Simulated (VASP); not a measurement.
Wanted: the native input for a VASP 6.6.1 run.

| Quantity | Value |
| --- | --- |
| Task | single point |
| Functional | LDA |
| Potentials or basis | VASP PAW LDA potentials, release 64 (Ge_d) |
| Cutoff | 520 eV |
| k mesh | 15 × 15 × 15 |
| Occupations | fermi-dirac, width 0.1 eV |
| Spin | no spin polarisation |
| Dipole correction | no |
| Further INCAR settings | ALGO = Normal; EDIFF = 1e-06; NBANDS = 21 |

The structure of Ge lies in POSCAR:

```
Ge
1.0
    0.0000000000      2.0861022034      2.0861022034
    2.0861022034      0.0000000000      2.0861022034
    2.0861022034      2.0861022034      0.0000000000
Ge
2
Direct
   -0.1250000000     -0.1250000000     -0.1250000000
    0.1250000000      0.1250000000      0.1250000000
```

The input as run:

INCAR

```
PREC = Accurate ; ENCUT = 520
EDIFF = 1E-6 ; ISMEAR = -1
SIGMA = 0.1 ; LREAL = False
LASPH = True ; NELM = 100
ALGO = Normal ; ISIF = 2
LWAVE = False ; LCHARG = False
GGA = CA ; NBANDS = 21
```

KPOINTS

```
Automatic mesh
0
Gamma
  15 15 15
```

Potentials or basis: VASP PAW LDA potentials, release 64 (Ge_d).

Launch:

```sh
$ cat potpaw_LDA.64/Ge_d/POTCAR > POTCAR
$ mpirun -np 1 vasp_std > vasp.out
```

It gave:

The pressure is 501.0 GPa. The band gap on the k mesh is zero (band 14 reaches 20.11 eV, above the bottom of band 15 at 17.73 eV).

Run time: 27 s on 1 thread of Intel(R) Xeon(R) Platinum 8488C (Sapphire Rapids), with other jobs on the host, peak memory 0.15 GiB.
